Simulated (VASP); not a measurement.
Crystal: Li2Se.

```xyz
3
Lattice="0.0000 2.9935 2.9935 2.9935 0.0000 2.9935 2.9935 2.9935 0.0000" Properties=species:S:1:pos:R:3 pbc="T T T"
Li    4.4903    4.4903    4.4903
Li    1.4968    1.4968    1.4968
Se    0.0000    0.0000    0.0000
```

Base run:

```yaml
Program: VASP 6.6.1
Functional: HF
Potentials_or_basis: VASP PAW PBE potentials, release 64 (Li_sv, Se)
Cutoff: 650 eV
k_mesh: 6 × 6 × 6
Occupations: gaussian, width 0.01 eV
Spin: no spin polarisation
```

Its results: band gap on the k mesh 9.65 eV (least direct gap 10.59 eV); pressure 1.6 GPa.

Question: The run is repeated on the same cell with these changes: functional from HF to HSE06; share of exact exchange from 1 to 0.25. What comes out?

Answer: Band gap on the k mesh 3.83 eV (least direct gap 4.39 eV); pressure -0.5 GPa.

Caveats: the PAW data sets were made with another functional, which shifts forces and pressure a little.

A k mesh can miss the band edges.
